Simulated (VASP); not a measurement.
Wanted: the native input for a VASP 6.6.1 run.

| Quantity | Value |
| --- | --- |
| Task | single point |
| Functional | PBE |
| Potentials or basis | VASP PAW PBE potentials, release 64 (B, N) |
| Cutoff | 520 eV |
| k mesh | 12 × 12 × 12 |
| Occupations | fermi-dirac, width 0.02 eV |
| Spin | no spin polarisation |
| Dipole correction | no |
| Further INCAR settings | ALGO = Normal; EDIFF = 1e-06; NBANDS = 11 |

The structure of BN lies in POSCAR:

```
BN
1.0
    0.0000000000      1.7707142487      1.7707142487
    1.7707142487      0.0000000000      1.7707142487
    1.7707142487      1.7707142487      0.0000000000
B N
1 1
Direct
    0.0000000000      0.0000000000      0.0000000000
    0.2500000000      0.2500000000      0.2500000000
```

This cell differs from its parent crystal: strain -1.9%.

These files were run (other wordings do the same):

INCAR

```
  PREC = Accurate
  ENCUT = 520
  EDIFF = 1E-6
  ISMEAR = -1
  SIGMA = 0.02
  LREAL = False
  LASPH = True
  NELM = 80
  ALGO = Normal
  ISIF = 2
  LWAVE = False
  LCHARG = True
  GGA = PE
  LELF = True
  LVHAR = True
  NBANDS = 11
```

KPOINTS

```
regular mesh
0
Gamma
  12 12 12
```

Potentials or basis: VASP PAW PBE potentials, release 64 (B, N).

The run is started by

```console
$ cat potpaw_PBE.64/B/POTCAR potpaw_PBE.64/N/POTCAR > POTCAR
$ mpirun -np 1 vasp_std > vasp.out
```

Results of the run:

```yaml
Pressure: 29.9 GPa
Band_gap_on_the_k_mesh: 4.52 eV, indirect (least direct gap 9.11 eV)
```

Caveat: the cell differs from its parent crystal (strain -1.9%).

It used 6.7 s of CPU time on 1 thread of Intel Xeon 6975P-C (shared host).
